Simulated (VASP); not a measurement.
Crystal: CdSeS4.

```
Cd Se S
1.0
     0.00000    3.93169    3.93169
     3.93169    0.00000    3.93169
     3.93169    3.93169    0.00000
Cd Se S
1 1 4
Direct
  0.25000 0.25000 0.25000
  0.00000 0.00000 0.00000
  0.64303 0.64303 0.07092
  0.64303 0.07092 0.64303
  0.07092 0.64303 0.64303
  0.64303 0.64303 0.64303
```

- Program: VASP 6.6.1
- Task: relaxation of cell and atoms
- Functional: PBE
- Potentials or basis: VASP PAW PBE potentials, release 64 (Cd, Se, S)
- Cutoff: 600 eV
- k mesh: 8 × 8 × 8
- Occupations: gaussian, width 0.1 eV
- Spin: no spin polarisation

At the start: pressure -0.4 GPa; volume 20.26 Å³/atom.

Question: Where does the relaxation end?

Answer: Over 7 steps the energy falls by 6.8 meV/atom and the volume is 19.32 Å³/atom (-4.6 %); space group F-43m (No. 216, to 0.05 Å).

The path:
| step | energy change (eV) | largest force (eV/Å) | pressure (GPa) | volume (Å³) |
| --- | --- | --- | --- | --- |
| 1 | 0.0000 | 0.2729 | -0.45 | 121.55 |
| 2 | -0.0150 | 0.1894 | -0.49 | 120.57 |
| 3 | -0.0383 | 0.0137 | -0.40 | 117.63 |
| 4 | -0.0401 | 0.0219 | -0.31 | 116.70 |
| 5 | -0.0402 | 0.0305 | -0.27 | 116.44 |
| 6 | -0.0400 | 0.0246 | 0.35 | 115.30 |
| 7 | -0.0407 | 0.0058 | 0.00 | 115.92 |

Final structure:
```yaml
crystal:
  lattice:
    - [0.00000, 3.86999, 3.86999]
    - [3.86999, 0.00000, 3.86999]
    - [3.86999, 3.86999, 0.00000]
  atoms:
    - { symbol: Cd, position: [0.25000, 0.25000, 0.25000] }
    - { symbol: Se, position: [0.00000, 0.00000, 0.00000] }
    - { symbol: S, position: [0.63798, 0.63798, 0.08605] }
    - { symbol: S, position: [0.63798, 0.08605, 0.63798] }
    - { symbol: S, position: [0.08605, 0.63798, 0.63798] }
    - { symbol: S, position: [0.63798, 0.63798, 0.63798] }
```
